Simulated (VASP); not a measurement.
# TiNb3B (Pm-3m) in VASP: single point with PBE

Aim: the single point of TiNb3B with PBE.

All numbers are computed with VASP 6.6.1; they aren't measurements. Logs are shortened: lines on timing, memory, paths and dates and some standing lists are left out, and cuts for length are marked.

## Step 1: The cell of the first run

Symmetry: Pm-3m, No. 221, cubic system. The conventional cell has a = 4.566 Å, b = 4.566 Å, c = 4.566 Å, α = 90.00°, β = 90.00°, γ = 90.00°. Ti (site symmetry m-3m) has 6 Nb at 2.28 Å within 3.0 Å. Nb (site symmetry 4/mmm) has 2 Ti at 2.28 Å within 3.0 Å. B (site symmetry m-3m) has 12 Nb at 3.23 Å and 8 Ti at 3.95 Å within 4.2 Å.

The cell was generated, and may not be a known phase.

## Step 2: Single point, PBE

Contents of INCAR:

```
SYSTEM = TiNb3B
PREC = Accurate
ENCUT = 640
EDIFF = 1E-6
ISMEAR = 0
SIGMA = 0.1
LREAL = .FALSE.
LASPH = .TRUE.
NELM = 300
ALGO = All
ISIF = 2
LWAVE = .FALSE.
LCHARG = .FALSE.
GGA = PE
NBANDS = 35
GGA_COMPAT = .FALSE.
ISEARCH = 1
KPAR = 4
```

Contents of KPOINTS:

```
Automatic mesh
0
G
  4 4 4
  0 0 0
```

Contents of POSCAR:

```
TiNb3B
1.0
    4.5664146224      0.0000000000      0.0000000000
    0.0000000000      4.5664146224      0.0000000000
    0.0000000000      0.0000000000      4.5664146224
Ti Nb B
1 3 1
Direct
    0.5000000000      0.5000000000      0.5000000000
    0.0000000000      0.5000000000      0.5000000000
    0.5000000000      0.0000000000      0.5000000000
    0.5000000000      0.5000000000      0.0000000000
    0.0000000000      0.0000000000      0.0000000000
```

Potentials or basis: VASP PAW PBE potentials, release 64 (Ti_sv, Nb_sv, B).

Run with:

```sh
$ cat potpaw_PBE.64/Ti_sv/POTCAR potpaw_PBE.64/Nb_sv/POTCAR potpaw_PBE.64/B/POTCAR > POTCAR
$ mpirun -np 4 vasp_std > vasp.out
```

OUTCAR:

```text
SYSTEM = TiNb3B
   PREC = Accurate
   ENCUT = 640
   EDIFF = 1E-6
   ISMEAR = 0
   LREAL = .FALSE.
   LASPH = .TRUE.
   NELM = 300
   ISIF = 2
   GGA = PE

 ion  position               nearest neighbor table
   1  0.500  0.500  0.500-   2 2.28   3 2.28   4 2.28   4 2.28   3 2.28   2 2.28
   2  0.000  0.500  0.500-   1 2.28   1 2.28
   3  0.500  0.000  0.500-   1 2.28   1 2.28
   4  0.500  0.500  0.000-   1 2.28   1 2.28
   5  0.000  0.000  0.000-

  LATTYP: Found a simple cubic cell.
 ALAT       =     4.5664146224

  Lattice vectors:

 A1 = (   4.5664146224,   0.0000000000,   0.0000000000)
 A2 = (   0.0000000000,   4.5664146224,   0.0000000000)
 A3 = (   0.0000000000,   0.0000000000,   4.5664146224)

Analysis of symmetry for initial positions (statically):
=====================================================================
 Subroutine PRICEL returns:
 Original cell was already a primitive cell.

 Routine SETGRP: Setting up the symmetry group for a
 simple cubic supercell.

 Subroutine GETGRP returns: Found 48 space group operations
 (whereof 48 operations were pure point group operations)
 out of a pool of 48 trial point group operations.

The static configuration has the point symmetry O_h .

Analysis of symmetry for dynamics (positions and initial velocities):
=====================================================================
 Subroutine PRICEL returns:
 Original cell was already a primitive cell.

 Routine SETGRP: Setting up the symmetry group for a
 simple cubic supercell.

 Subroutine GETGRP returns: Found 48 space group operations
 (whereof 48 operations were pure point group operations)
 out of a pool of 48 trial point group operations.

The dynamic configuration has the point symmetry O_h .

 Subroutine INISYM returns: Found 48 space group operations
 (whereof 48 operations are pure point group operations),
 and found     1 'primitive' translations

----------------------------------------------------------------------------------------

                                     Primitive cell

  volume of cell :      95.2195

  direct lattice vectors                    reciprocal lattice vectors
     4.566414622  0.000000000  0.000000000     0.218990189  0.000000000  0.000000000
     0.000000000  4.566414622  0.000000000     0.000000000  0.218990189  0.000000000
     0.000000000  0.000000000  4.566414622     0.000000000  0.000000000  0.218990189

  length of vectors
     4.566414622  4.566414622  4.566414622     0.218990189  0.218990189  0.218990189

  position of ions in fractional coordinates (direct lattice)
     0.500000000  0.500000000  0.500000000
     0.000000000  0.500000000  0.500000000
     0.500000000  0.000000000  0.500000000
     0.500000000  0.500000000  0.000000000
     0.000000000  0.000000000  0.000000000

  ion indices of the primitive-cell ions
   primitive index   ion index
                 1           1
                 2           2
                 3           3
                 4           4
                 5           5

----------------------------------------------------------------------------------------

 KPOINTS: Automatic mesh

Automatic generation of k-mesh.
 Grid dimensions read from file:
 generate k-points for:    4    4    4

 Generating k-lattice:

  Cartesian coordinates                     Fractional coordinates (reciprocal lattice)
     0.054747547  0.000000000  0.000000000     0.250000000  0.000000000  0.000000000
     0.000000000  0.054747547  0.000000000     0.000000000  0.250000000  0.000000000
     0.000000000  0.000000000  0.054747547     0.000000000  0.000000000  0.250000000

  Length of vectors
     0.054747547  0.054747547  0.054747547

  Shift w.r.t. Gamma in fractional coordinates (k-lattice)
     0.000000000  0.000000000  0.000000000

 Subroutine IBZKPT returns following result:
 ===========================================

 Found     10 irreducible k-points:

 Following reciprocal coordinates:
            Coordinates               Weight
  0.000000  0.000000  0.000000      1.000000
  0.250000  0.000000  0.000000      6.000000
  0.500000  0.000000  0.000000      3.000000
  0.250000  0.250000  0.000000     12.000000
  0.500000  0.250000  0.000000     12.000000
  0.500000  0.500000  0.000000      3.000000
  0.250000  0.250000  0.250000      8.000000
  0.500000  0.250000  0.250000     12.000000
  0.500000  0.500000  0.250000      6.000000
  0.500000  0.500000  0.500000      1.000000
   k-points           NKPTS =     10   k-points in BZ     NKDIM =     10   number of bands    NBANDS=     35
   number of dos      NEDOS =    301   number of ions     NIONS =      5
   total plane-waves  NPLWV =  64000
   dimension x,y,z NGX =    40 NGY =   40 NGZ =   40
   dimension x,y,z NGXF=    80 NGYF=   80 NGZF=   80
   ions per type =               1   3   1
   NGX,Y,Z   is equivalent  to a cutoff of  14.56, 14.56, 14.56 a.u.
   NGXF,Y,Z  is equivalent  to a cutoff of  29.12, 29.12, 29.12 a.u.
 SYSTEM =  TiNb3B
   PREC   = accura    normal or accurate (medium, high low for compatibility)
   ISTART =      0    job   : 0-new  1-cont  2-samecut
   ICHARG =      2    charge: 1-file 2-atom 10-const
   ISPIN  =      1    spin polarized calculation?
   LNONCOLLINEAR =      F non collinear calculations
   LSORBIT =      F    spin-orbit coupling
   LASPH  =      T    aspherical Exc in radial PAW
   ENCUT  =  640.0 eV  47.04 Ry    6.86 a.u.   9.42  9.42  9.42*2*pi/ulx,y,z
   NELM   =    300;   NELMIN=  2; NELMDL= -5     # of ELM steps
   EDIFF  = 0.1E-05   stopping-criterion for ELM
   LREAL  =      F    real-space projection
   EDIFFG = 0.1E-04   stopping-criterion for IOM
   NSW    =      0    number of steps for IOM
   IBRION =     -1    ionic relax: 0-MD 1-quasi-New 2-CG
   NFREE  =      0    steps in history (QN), initial steepest desc. (CG)
   ISIF   =      2    stress and relaxation
   ISYM   =      2    0-nonsym 1-usesym 2-fastsym
   POTIM  = 0.5000    time-step for ionic-motion
   TEBEG  =    0.0;   TEEND  =   0.0 temperature during run
   PSTRESS=    0.0 pullay stress
   NELECT =      54.0000    total number of electrons
   NUPDOWN=      -1.0000    fix difference up-down
   EMIN   =  10.00;   EMAX   =-10.00  energy-range for DOS
   EFERMI =   0.00;   METHOD = LEGACY
   ISMEAR =     0;   SIGMA  =   0.10  broadening in eV -4-tet -1-fermi 0-gaus
   EFERMI_NEDOS =   21; number of points for ismear=-14 and -15
   IALGO  =     58    algorithm
   IMIX   =      4    mixing-type and parameters
     AMIX     =   0.40;   BMIX     =  1.00
     AMIX_MAG =   1.60;   BMIX_MAG =  1.00
  volume/ion in A,a.u.               =      19.04       128.51
  Fermi-wavevector in a.u.,A,eV,Ry     =   1.355077  2.560725 24.983488  1.836235
  Thomas-Fermi vector in A             =   2.482195
   LORBIT       =      0    0 simple, 1 ext, 2 COOP (PROOUT), +10 PAW based schemes
   GGA     = PE    functional components
   LHFCALC =     F    Hartree Fock is set to
   AEXX    =    0.0000 exact exchange contribution
   IVDW    =     0    specifies the selected vdW correction
   LEPSILON=     F    determine dielectric tensor
   LRPA    =     F    only Hartree local field effects (RPA)
 non-spin polarized calculation
 Gauss-broadening in eV      SIGMA  =   0.10
  energy-cutoff  :      640.00
  volume of cell :       95.22
 maximum number of plane-waves:      3532
 NGX is ok and might be reduce to    40
   NGX = 19   NGY = 19   NGZ = 19

 number of electron      53.9999999 magnetization

 Free energy of the ion-electron system (eV)
  ---------------------------------------------------
  ext. energy  EPLUGINS =         0.00000000
  ---------------------------------------------------
  free energy    TOTEN  =       -35.84970749 eV

  energy without entropy =      -35.82499808  energy(sigma->0) =      -35.83735278

 E-fermi :   7.7048     XC(G=0): -11.0878

 val. band max:        7.6581678589   @ k =   0.2500   0.2500   0.0000
 cond. band min:       7.7422242976   @ k =   0.5000   0.0000   0.0000
 fundamental gap:      0.0840564387
 Fermi energy:         7.7048384525

 k-point     1 :       0.0000    0.0000    0.0000
  band No.  band energies     occupation
      1     -47.9456      2.00000
      2     -47.0264      2.00000
      3     -47.0264      2.00000
      4     -46.6466      2.00000
      5     -25.4386      2.00000
      6     -25.4386      2.00000
[... 27 lines left out ...]
     34      11.3119      0.00000
     35      11.3119      0.00000

 k-point     2 :       0.2500    0.0000    0.0000
  band No.  band energies     occupation
      1     -47.8977      2.00000
      2     -47.0403      2.00000
      3     -47.0264      2.00000
      4     -46.6944      2.00000
      5     -25.4252      2.00000
      6     -25.4252      2.00000
[... 27 lines left out ...]
     34      10.5592      0.00000
     35      10.9737      0.00000

 k-point     3 :       0.5000    0.0000    0.0000
  band No.  band energies     occupation
      1     -47.8439      2.00000
      2     -47.0609      2.00000
      3     -47.0263      2.00000
      4     -46.7413      2.00000
      5     -25.4116      2.00000
      6     -25.4116      2.00000
[... 27 lines left out ...]
     34      11.1171      0.00000
     35      11.2715      0.00000

 k-point     4 :       0.2500    0.2500    0.0000
  band No.  band energies     occupation
      1     -47.8460      2.00000
      2     -47.0436      2.00000
      3     -47.0351      2.00000
      4     -46.7476      2.00000
      5     -25.4118      2.00000
      6     -24.9890      2.00000
[... 27 lines left out ...]
     34      10.3648      0.00000
     35      10.6638      0.00000

 k-point     5 :       0.5000    0.2500    0.0000
  band No.  band energies     occupation
      1     -47.7870      2.00000
      2     -47.0608      2.00000
      3     -47.0380      2.00000
      4     -46.8003      2.00000
      5     -25.3981      2.00000
      6     -24.9607      2.00000
[... 27 lines left out ...]
     34      10.0038      0.00000
     35      10.8236      0.00000

 k-point     6 :       0.5000    0.5000    0.0000
  band No.  band energies     occupation
      1     -47.7201      2.00000
      2     -47.0607      2.00000
      3     -47.0607      2.00000
      4     -46.8581      2.00000
      5     -25.3843      2.00000
      6     -24.1297      2.00000
[... 27 lines left out ...]
     34      10.0500      0.00000
     35      10.6908      0.00000

 k-point     7 :       0.2500    0.2500    0.2500
  band No.  band energies     occupation
      1     -47.7896      2.00000
      2     -47.0435      2.00000
      3     -47.0435      2.00000
      4     -46.8094      2.00000
      5     -24.9872      2.00000
      6     -24.9474      2.00000
[... 27 lines left out ...]
     34      10.5105      0.00000
     35      10.5108      0.00000

 k-point     8 :       0.5000    0.2500    0.2500
  band No.  band energies     occupation
      1     -47.7234      2.00000
      2     -47.0607      2.00000
      3     -47.0435      2.00000
      4     -46.8721      2.00000
      5     -24.9592      2.00000
      6     -24.9312      2.00000
[... 27 lines left out ...]
     34      10.5202      0.00000
     35      10.5964      0.00000

 k-point     9 :       0.5000    0.5000    0.2500
  band No.  band energies     occupation
      1     -47.6454      2.00000
      2     -47.0606      2.00000
      3     -47.0606      2.00000
      4     -46.9466      2.00000
      5     -24.9298      2.00000
      6     -24.0993      2.00000
[... 27 lines left out ...]
     34       9.9406      0.00000
     35      10.5594      0.00000

 k-point    10 :       0.5000    0.5000    0.5000
  band No.  band energies     occupation
      1     -47.5451      2.00000
      2     -47.0606      2.00000
      3     -47.0606      2.00000
      4     -47.0606      2.00000
      5     -24.0656      2.00000
      6     -24.0656      2.00000
[... 27 lines left out ...]
     34      10.2742      0.00000
     35      10.2926      0.00000

------------------------ aborting loop because EDIFF is reached ----------------------------------------

  FORCE on cell =-STRESS in cart. coord.  units (eV):
  Direction    XX          YY          ZZ          XY          YZ          ZX
  --------------------------------------------------------------------------------------
  -------------------------------------------------------------------------------------
  Total        0.0833195      0.0833195      0.0833195      0.0000000      0.0000000      0.0000000
  in kB        1.4019454      1.4019454      1.4019454      0.0000000      0.0000000      0.0000000
  external PRESSURE =       1.4019454 kB  Pullay stress =       0.0000000 kB

 VOLUME and BASIS-vectors are now :
 -----------------------------------------------------------------------------
  energy-cutoff  :      640.00
  volume of cell :       95.22
      direct lattice vectors                 reciprocal lattice vectors
     4.566414622  0.000000000  0.000000000     0.218990189  0.000000000  0.000000000
     0.000000000  4.566414622  0.000000000     0.000000000  0.218990189  0.000000000
     0.000000000  0.000000000  4.566414622     0.000000000  0.000000000  0.218990189

 POSITION                                       TOTAL-FORCE (eV/Angst)
 -----------------------------------------------------------------------------------
      2.28321      2.28321      2.28321         0.000000      0.000000      0.000000
      0.00000      2.28321      2.28321         0.000000      0.000000      0.000000
      2.28321      0.00000      2.28321         0.000000      0.000000      0.000000
      2.28321      2.28321      0.00000         0.000000      0.000000      0.000000
      0.00000      0.00000      0.00000         0.000000      0.000000      0.000000
 -----------------------------------------------------------------------------------
    total drift:                                0.000000     -0.000000     -0.000000

  FREE ENERGIE OF THE ION-ELECTRON SYSTEM (eV)
  ---------------------------------------------------
  free  energy   TOTEN  =       -35.8497074905 eV

  energy  without entropy=      -35.8249993020  energy(sigma->0) =      -35.83735340
```

Wall time 34 s (4 MPI ranks of Intel Xeon 6975P-C (Granite Rapids), shared host); peak memory 0.29 GiB.

What came out:

* Free energy: -35.8497 eV
* Pressure: 0.1 GPa
* Band gap on the k mesh: zero (bands 27 and 28 overlap by 1.41 eV)

The gap in the log of VASP goes by the Fermi energy; the results here count the filled bands.